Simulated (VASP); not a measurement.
# Mg4O in VASP: further runs, part 2 of 2

VASP 6.6.1. The steps go on from the part before.

### 6 Single point, PBEsol

INCAR reads:

```
SYSTEM = Mg4O
PREC = Accurate
ENCUT = 520
EDIFF = 1E-7
ISMEAR = 0
SIGMA = 0.1
LREAL = .False.
LASPH = .True.
NELM = 100
ALGO = Normal
ISIF = 2
LWAVE = .False.
LCHARG = .False.
LDIPOL = .True.
IDIPOL = 3
DIPOL = 0.5 0.5 0.324
GGA = PS
NBANDS = 15
```

KPOINTS reads:

```
regular mesh
0
Gamma
  8 5 1
  0 0 0
```

POSCAR reads:

```
Mg4O
1.0
    3.1881999939      0.0000000000      0.0000000000
    0.0000000000      5.1084658709      0.0000000000
    0.0000000000      0.0000000000     19.1358427726
Mg O
4 1
Direct
    0.0000000000      0.7500000000      0.2090318178
    0.5000000000      0.2500000000      0.2571276385
    0.5000000000      0.7500000000      0.3576109084
    0.0000000000      0.2500000000      0.3990335238
    0.0000000000      0.6250000000      0.3987284448
```

Potentials or basis: VASP PAW PBE potentials, release 64 (Mg, O).

On the command line:

```
$ cat potpaw_PBE.64/Mg/POTCAR potpaw_PBE.64/O/POTCAR > POTCAR
$ mpirun -np 1 vasp_std > vasp.out
```

OUTCAR:

```text
SYSTEM = Mg4O
   PREC = Accurate
   ENCUT = 520
   EDIFF = 1E-7
   ISMEAR = 0
   LREAL = .False.
   LASPH = .True.
   NELM = 100
   ISIF = 2
   GGA = PS

 ion  position               nearest neighbor table
   1  0.000  0.750  0.209-   2 3.15   2 3.15   2 3.15   2 3.15   3 3.26   3 3.26
   2  0.500  0.250  0.257-   1 3.15   1 3.15   1 3.15   1 3.15   4 3.15   4 3.15   3 3.20   3 3.20

   3  0.500  0.750  0.358-   5 1.89   5 1.89   4 3.11   4 3.11   4 3.11   4 3.11   2 3.20   2 3.20
                             1 3.26   1 3.26
   4  0.000  0.250  0.399-   5 1.92   3 3.11   3 3.11   3 3.11   3 3.11   2 3.15   2 3.15
   5  0.000  0.625  0.399-   3 1.89   3 1.89   4 1.92

  LATTYP: Found a simple orthorhombic cell.
 ALAT       =     3.1881999939
 B/A-ratio  =     1.6023040840
 C/A-ratio  =     6.0020835610

  Lattice vectors:

 A1 = (   3.1881999939,   0.0000000000,   0.0000000000)
 A2 = (   0.0000000000,   5.1084658709,   0.0000000000)
 A3 = (   0.0000000000,   0.0000000000,  19.1358427726)

Analysis of symmetry for initial positions (statically):
=====================================================================
 Subroutine PRICEL returns:
 Original cell was already a primitive cell.

 Routine SETGRP: Setting up the symmetry group for a
 simple orthorhombic supercell.

 Subroutine GETGRP returns: Found  2 space group operations
 (whereof  2 operations were pure point group operations)
 out of a pool of  8 trial point group operations.

The static configuration has the point symmetry C_1h.

Analysis of symmetry for dynamics (positions and initial velocities):
=====================================================================
 Subroutine PRICEL returns:
 Original cell was already a primitive cell.

 Routine SETGRP: Setting up the symmetry group for a
 simple orthorhombic supercell.

 Subroutine GETGRP returns: Found  2 space group operations
 (whereof  2 operations were pure point group operations)
 out of a pool of  8 trial point group operations.

The dynamic configuration has the point symmetry C_1h.

 Subroutine INISYM returns: Found  2 space group operations
 (whereof  2 operations are pure point group operations),
 and found     1 'primitive' translations

----------------------------------------------------------------------------------------

                                     Primitive cell

  volume of cell :     311.6619

  direct lattice vectors                    reciprocal lattice vectors
     3.188199994  0.000000000  0.000000000     0.313656609  0.000000000  0.000000000
     0.000000000  5.108465871  0.000000000     0.000000000  0.195753486  0.000000000
     0.000000000  0.000000000 19.135842773     0.000000000  0.000000000  0.052257954

  length of vectors
     3.188199994  5.108465871 19.135842773     0.313656609  0.195753486  0.052257954

  position of ions in fractional coordinates (direct lattice)
     0.000000000  0.750000000  0.209031818
     0.500000000  0.250000000  0.257127639
     0.500000000  0.750000000  0.357610908
     0.000000000  0.250000000  0.399033524
     0.000000000  0.625000000  0.398728445

  ion indices of the primitive-cell ions
   primitive index   ion index
                 1           1
                 2           2
                 3           3
                 4           4
[... 54 lines left out ...]
   PREC   = accura    normal or accurate (medium, high low for compatibility)
   ISTART =      0    job   : 0-new  1-cont  2-samecut
   ICHARG =      2    charge: 1-file 2-atom 10-const
   ISPIN  =      1    spin polarized calculation?
   LNONCOLLINEAR =      F non collinear calculations
   LSORBIT =      F    spin-orbit coupling
   LASPH  =      T    aspherical Exc in radial PAW
   ENCUT  =  520.0 eV  38.22 Ry    6.18 a.u.   5.93  9.50 35.58*2*pi/ulx,y,z
   NELM   =    100;   NELMIN=  2; NELMDL= -5     # of ELM steps
   EDIFF  = 0.1E-06   stopping-criterion for ELM
   LREAL  =      F    real-space projection
   EDIFFG = 0.1E-05   stopping-criterion for IOM
   NSW    =      0    number of steps for IOM
   IBRION =     -1    ionic relax: 0-MD 1-quasi-New 2-CG
   NFREE  =      0    steps in history (QN), initial steepest desc. (CG)
   ISIF   =      2    stress and relaxation
   ISYM   =      2    0-nonsym 1-usesym 2-fastsym
   POTIM  = 0.5000    time-step for ionic-motion
   TEBEG  =    0.0;   TEEND  =   0.0 temperature during run
   PSTRESS=    0.0 pullay stress
   NELECT =      14.0000    total number of electrons
   NUPDOWN=      -1.0000    fix difference up-down
   EMIN   =  10.00;   EMAX   =-10.00  energy-range for DOS
   EFERMI =   0.00;   METHOD = LEGACY
   ISMEAR =     0;   SIGMA  =   0.10  broadening in eV -4-tet -1-fermi 0-gaus
   EFERMI_NEDOS =   21; number of points for ismear=-14 and -15
   IALGO  =     38    algorithm
   IMIX   =      4    mixing-type and parameters
     AMIX     =   0.40;   BMIX     =  1.00
     AMIX_MAG =   1.60;   BMIX_MAG =  1.00
  volume/ion in A,a.u.               =      62.33       420.64
  Fermi-wavevector in a.u.,A,eV,Ry     =   0.581955  1.099736  4.607912  0.338672
  Thomas-Fermi vector in A             =   1.626667
   LORBIT       =      0    0 simple, 1 ext, 2 COOP (PROOUT), +10 PAW based schemes
   GGA     = PS    functional components
   LHFCALC =     F    Hartree Fock is set to
   AEXX    =    0.0000 exact exchange contribution
   IVDW    =     0    specifies the selected vdW correction
   LEPSILON=     F    determine dielectric tensor
   LRPA    =     F    only Hartree local field effects (RPA)
 non-spin polarized calculation
 Gauss-broadening in eV      SIGMA  =   0.10
  energy-cutoff  :      520.00
  volume of cell :      311.66
 maximum number of plane-waves:      8432
 NGX is ok and might be reduce to    24
   NGX = 11   NGY = 19   NGZ = 71

 number of electron      13.9999998 magnetization

 dipolmoment           0.000000      0.000000      0.002690 electrons x Angstroem

 Free energy of the ion-electron system (eV)
  ---------------------------------------------------
  ext. energy  EPLUGINS =         0.00000000
  ---------------------------------------------------
  free energy    TOTEN  =       -14.66310470 eV

  energy without entropy =      -14.64096415  energy(sigma->0) =      -14.65203442

 E-fermi :  -1.6053     XC(G=0):  -3.5075

 val. band max:       -1.6124974120   @ k =   0.5000   0.2000   0.0000
 cond. band min:      -1.5651234735   @ k =   0.1250   0.2000   0.0000
 fundamental gap:      0.0473739385
 Fermi energy:        -1.6053340242

 k-point     1 :       0.0000    0.0000    0.0000
  band No.  band energies     occupation
      1     -19.5262      2.00000
      2      -7.4445      2.00000
      3      -6.0403      2.00000
      4      -5.0776      2.00000
      5      -4.6622      2.00000
      6      -4.6450      2.00000
      7      -1.9080      1.99998
      8      -1.7673      1.97799
      9      -1.0597      0.00000
     10       0.2921      0.00000
     11       1.3788      0.00000
     12       1.7061      0.00000
     13       2.2737      0.00000
     14       2.6351      0.00000
[... 239 lines left out ...]
      2      -6.4867      2.00000
      3      -5.7358      2.00000
      4      -4.7897      2.00000
      5      -3.0362      2.00000
      6      -2.4680      2.00000
      7      -2.2401      2.00000
      8      -1.2495      0.00000
      9      -0.4081      0.00000
     10       0.5144      0.00000
     11       1.1258      0.00000
     12       1.8937      0.00000
     13       2.3131      0.00000
     14       2.4630      0.00000
     15       4.2197      0.00000

------------------------ aborting loop because EDIFF is reached ----------------------------------------

 vacuum level on the upper side and lower side of the slab       (xc-potential included)        -0.095        -0.160

  FORCE on cell =-STRESS in cart. coord.  units (eV):
  Direction    XX          YY          ZZ          XY          YZ          ZX
  --------------------------------------------------------------------------------------
  -------------------------------------------------------------------------------------
  Total        1.2945833     -0.3644143      0.3595499      0.0000000      0.3784262      0.0000000
  in kB        6.6551361     -1.8733650      1.8483580      0.0000000      1.9453966      0.0000000
  external PRESSURE =       2.2100430 kB  Pullay stress =       0.0000000 kB

 VOLUME and BASIS-vectors are now :
 -----------------------------------------------------------------------------
  energy-cutoff  :      520.00
  volume of cell :      311.66
      direct lattice vectors                 reciprocal lattice vectors
     3.188199994  0.000000000  0.000000000     0.313656609  0.000000000  0.000000000
     0.000000000  5.108465871  0.000000000     0.000000000  0.195753486  0.000000000
     0.000000000  0.000000000 19.135842773     0.000000000  0.000000000  0.052257954

 POSITION                                       TOTAL-FORCE (eV/Angst)
 -----------------------------------------------------------------------------------
      0.00000      3.83135      4.00000         0.000000      0.032852      0.054109
      1.59410      1.27712      4.92035         0.000000     -0.271361     -0.296266
      1.59410      3.83135      6.84319         0.000000      0.303202      0.282632
      0.00000      1.27712      7.63584         0.000000      0.149873     -0.021621
      0.00000      3.19279      7.63000         0.000000     -0.214566     -0.018855
 -----------------------------------------------------------------------------------
    total drift:                                0.000000      0.000209     -0.000373

  FREE ENERGIE OF THE ION-ELECTRON SYSTEM (eV)
  ---------------------------------------------------
  free  energy   TOTEN  =       -14.6631046987 eV

  energy  without entropy=      -14.6409641488  energy(sigma->0) =      -14.65203442

 vacuum level on the upper side and lower side of the slab         1.885         1.828
```

Wall time 68 s (1 thread of Intel Xeon 6975P-C (Granite Rapids), shared host); peak memory 0.37 GiB.

Results:

| Property | Result |
| --- | --- |
| Free energy | -14.6631 eV |
| Largest force | 0.415 eV/Å |
| Band gap on the k mesh | zero (bands 7 and 8 overlap by 0.62 eV) |

Forces on the atoms (eV/Å):
```
Mg   0.000  0.033  0.054
Mg   0.000 -0.271 -0.296
Mg   0.000  0.303  0.283
Mg   0.000  0.150 -0.022
O    0.000 -0.215 -0.019
```

Caveat: the PAW data sets were made with another functional, which shifts forces and pressure a little.

### 7 Single point, PBEsol

INCAR reads:

```
ALGO     = Normal         # electronic algorithm
DIPOL    = 0.5 0.5 0.337
EDIFF    = 1E-6           # SCF threshold, eV
ENCUT    = 520            # plane-wave cutoff, eV
GGA      = PS             # functional
IDIPOL   = 3            
ISIF     = 2              # what is computed and relaxed
ISMEAR   = 0              # smearing method
LASPH    = True           # aspherical terms in the spheres
LCHARG   = False          # write CHGCAR
LDIPOL   = True         
LREAL    = False          # projectors in reciprocal space
LWAVE    = False          # write WAVECAR
NBANDS   = 15             # bands
NELM     = 80             # most SCF steps
PREC     = Accurate       # precision mode
SIGMA    = 0.1            # smearing width, eV
```

KPOINTS reads:

```
k-points
0
Gamma
  8 5 1
```

POSCAR: that of step 6 with these lines changed.

```diff
@@ -12,2 +12,2 @@
     0.0000000000      0.2500000000      0.3990335238
-    0.0000000000      0.6250000000      0.3987284448
+    0.3750000000      0.2500000000      0.4612928958
```

Potentials or basis: VASP PAW PBE potentials, release 64 (Mg, O).

On the command line:

```
$ cat potpaw_PBE.64/Mg/POTCAR potpaw_PBE.64/O/POTCAR > POTCAR
$ mpirun -np 1 vasp_std > vasp.out
```

OUTCAR:

```text
EDIFF = 1E-6
   ENCUT = 520
   GGA = PS
   ISIF = 2
   ISMEAR = 0
   LASPH = True
   LREAL = False
   NELM = 80
   PREC = Accurate

 ion  position               nearest neighbor table
   1  0.000  0.750  0.209-   2 3.15   2 3.15   2 3.15   2 3.15   3 3.26   3 3.26
   2  0.500  0.250  0.257-   1 3.15   1 3.15   1 3.15   1 3.15   4 3.15   4 3.15   3 3.20   3 3.20

   3  0.500  0.750  0.358-   4 3.11   4 3.11   4 3.11   4 3.11   2 3.20   2 3.20   1 3.26   1 3.26

   4  0.000  0.250  0.399-   5 1.69   5 2.32   3 3.11   3 3.11   3 3.11   3 3.11   2 3.15   2 3.15

   5  0.375  0.250  0.461-   4 1.69   4 2.32

  LATTYP: Found a simple orthorhombic cell.
 ALAT       =     3.1881999939
 B/A-ratio  =     1.6023040840
 C/A-ratio  =     6.0020835610

  Lattice vectors:

 A1 = (   3.1881999939,   0.0000000000,   0.0000000000)
 A2 = (   0.0000000000,   5.1084658709,   0.0000000000)
 A3 = (   0.0000000000,   0.0000000000,  19.1358427726)

Analysis of symmetry for initial positions (statically):
=====================================================================
 Subroutine PRICEL returns:
 Original cell was already a primitive cell.

 Routine SETGRP: Setting up the symmetry group for a
 simple orthorhombic supercell.

 Subroutine GETGRP returns: Found  2 space group operations
 (whereof  1 operations were pure point group operations)
 out of a pool of  8 trial point group operations.

The static configuration has the point symmetry C_1 .
 The point group associated with its full space group is C_1h.

Analysis of symmetry for dynamics (positions and initial velocities):
=====================================================================
 Subroutine PRICEL returns:
 Original cell was already a primitive cell.

 Routine SETGRP: Setting up the symmetry group for a
 simple orthorhombic supercell.

 Subroutine GETGRP returns: Found  2 space group operations
 (whereof  1 operations were pure point group operations)
 out of a pool of  8 trial point group operations.

[... 141 lines left out ...]
  ---------------------------------------------------
  ext. energy  EPLUGINS =         0.00000000
  ---------------------------------------------------
  free energy    TOTEN  =       -11.94289143 eV

  energy without entropy =      -11.92805894  energy(sigma->0) =      -11.93547518

 E-fermi :  -3.1865     XC(G=0):  -3.5226

 val. band max:       -3.2226418532   @ k =   0.1250   0.4000   0.0000
 cond. band min:      -3.1261681175   @ k =   0.1250   0.0000   0.0000
 fundamental gap:      0.0964737357
 Fermi energy:        -3.1865165453

 k-point     1 :       0.0000    0.0000    0.0000
  band No.  band energies     occupation
      1     -18.8274      2.00000
      2      -9.1359      2.00000
      3      -6.6185      2.00000
      4      -4.7599      2.00000
      5      -4.3339      2.00000
      6      -3.6266      2.00000
      7      -3.5700      2.00000
      8      -3.3597      1.98567
      9      -2.5340      0.00000
     10      -1.0816      0.00000
     11      -0.8957      0.00000
     12       0.3137      0.00000
     13       1.4804      0.00000
     14       2.4959      0.00000
[... 239 lines left out ...]
      2      -5.4992      2.00000
      3      -4.9582      2.00000
      4      -4.5122      2.00000
      5      -4.4510      2.00000
      6      -4.0409      2.00000
      7      -3.5292      2.00000
      8      -3.0959      0.19991
      9      -1.9332      0.00000
     10      -1.5465      0.00000
     11      -0.7393      0.00000
     12      -0.4812      0.00000
     13       0.8622      0.00000
     14       1.3802      0.00000
     15       2.8707      0.00000

------------------------ aborting loop because EDIFF is reached ----------------------------------------

 vacuum level on the upper side and lower side of the slab       (xc-potential included)         2.011        -2.036

  FORCE on cell =-STRESS in cart. coord.  units (eV):
  Direction    XX          YY          ZZ          XY          YZ          ZX
  --------------------------------------------------------------------------------------
  -------------------------------------------------------------------------------------
  Total        2.1799592     -0.7916857     -0.4660088      0.0000000      0.0000000      5.7706649
  in kB       11.2066371     -4.0698626     -2.3956375      0.0000000      0.0000000     29.6655766
  external PRESSURE =       1.5803790 kB  Pullay stress =       0.0000000 kB

 VOLUME and BASIS-vectors are now :
 -----------------------------------------------------------------------------
  energy-cutoff  :      520.00
  volume of cell :      311.66
      direct lattice vectors                 reciprocal lattice vectors
     3.188199994  0.000000000  0.000000000     0.313656609  0.000000000  0.000000000
     0.000000000  5.108465871  0.000000000     0.000000000  0.195753486  0.000000000
     0.000000000  0.000000000 19.135842773     0.000000000  0.000000000  0.052257954

 POSITION                                       TOTAL-FORCE (eV/Angst)
 -----------------------------------------------------------------------------------
      0.00000      3.83135      4.00000        -0.019699      0.000000      0.266893
      1.59410      1.27712      4.92035        -0.005178      0.000000     -0.251418
      1.59410      3.83135      6.84319        -0.142044      0.000000      0.423113
      0.00000      1.27712      7.63584        -4.511324      0.000000     -0.553327
      1.19557      1.27712      8.82723         4.678246      0.000000      0.114738
 -----------------------------------------------------------------------------------
    total drift:                                0.000332     -0.000000     -0.000201

  FREE ENERGIE OF THE ION-ELECTRON SYSTEM (eV)
  ---------------------------------------------------
  free  energy   TOTEN  =       -11.9428914329 eV

  energy  without entropy=      -11.9280589354  energy(sigma->0) =      -11.93547518

 vacuum level on the upper side and lower side of the slab         4.550         0.388
```

OSZICAR:

```text
N       E                     dE             d eps       ncg     rms          rms(c)
DAV:   1     0.734959009226E+02    0.73496E+02   -0.39464E+03   450   0.619E+02
DAV:   2     0.362726842148E+01   -0.69869E+02   -0.58682E+02   619   0.109E+02
DAV:   3    -0.167791340561E+02   -0.20406E+02   -0.20091E+02   609   0.659E+01
[... 15 lines left out ...]
DAV:  19    -0.119428607930E+02   -0.11836E-04   -0.15118E-04   527   0.482E-02    0.738E-03
DAV:  20    -0.119428832428E+02   -0.22450E-04   -0.14636E-05   555   0.205E-02    0.280E-03
DAV:  21    -0.119428899814E+02   -0.67386E-05   -0.10351E-06   528   0.529E-03    0.157E-03
DAV:  22    -0.119428914450E+02   -0.14636E-05   -0.33673E-07   482   0.276E-03    0.761E-04
DAV:  23    -0.119428914329E+02    0.12141E-07   -0.66856E-07   487   0.303E-03
   1 F= -.11942891E+02 E0= -.11935475E+02  d E =-.148325E-01
```

stdout:

```text
POSCAR found type information on POSCAR MgO
 POSCAR found :  2 types and       5 ions
 scaLAPACK will be used
 -----------------------------------------------------------------------------
|                                                                             |
|                                                                             |
|     You enforced a specific xc type in the INCAR file but a different       |
|     I HOPE YOU KNOW WHAT YOU ARE DOING!                                     |
|                                                                             |
 -----------------------------------------------------------------------------

 LDA part: xc-table for (Slater+PW92), standard interpolation
 POSCAR, INCAR and KPOINTS ok, starting setup
 FFT: planning ... GRIDC
 FFT: planning ... GRID_SOFT
 FFT: planning ... GRID
 WAVECAR not read
 entering main loop
```

It took 55 s on 1 thread of Intel Xeon 6975P-C (Granite Rapids), shared host; peak memory 0.36 GiB.

Results:

```yaml
Free_energy: -11.9429 eV
Largest_force: 4.680 eV/Å
Band_gap_on_the_k_mesh: zero (bands 7 and 8 overlap by 0.74 eV)
```

Forces in eV/Å, atoms in the order of the input:
```
Mg  -0.020  0.000  0.267
Mg  -0.005  0.000 -0.251
Mg  -0.142  0.000  0.423
Mg  -4.511  0.000 -0.553
O    4.678  0.000  0.115
```

Levels at points of the mesh, in eV from the Fermi level:
```csv
k point,band 5,band 6,band 7,band 8,band 9,band 10
"(0.00, 0.00, 0.00)",-1.15,-0.44,-0.38,-0.17,0.65,2.10
"(0.50, 0.00, 0.00)",-1.12,-0.87,0.49,0.79,2.63,2.89
```

Caveat: the PAW data sets were made with another functional, which shifts forces and pressure a little.

### 8 Overview

| cell | gap on the mesh (eV) | largest force (eV/Å) |
| --- | --- | --- |
| as given, atomic positions A | none | 2.02 |
| as given, atomic positions B | none | 3.04 |
| as given, atomic positions C | none | 0.93 |
| as given, atomic positions D | none | 0.83 |
| as given, atomic positions E | none | 0.41 |
| as given, atomic positions F | none | 4.68 |

Alike in all rows: task single point; level PBEsol; potentials or basis VASP PAW PBE potentials, release 64 (Mg, O); no spin polarisation; k mesh 8 × 5 × 1; cutoff (eV) 520; smearing gaussian 0.1 eV.

Caveats: the PAW data sets were made with another functional, which shifts forces and pressure a little.

Absolute energies hang on the potentials; compare differences alone.
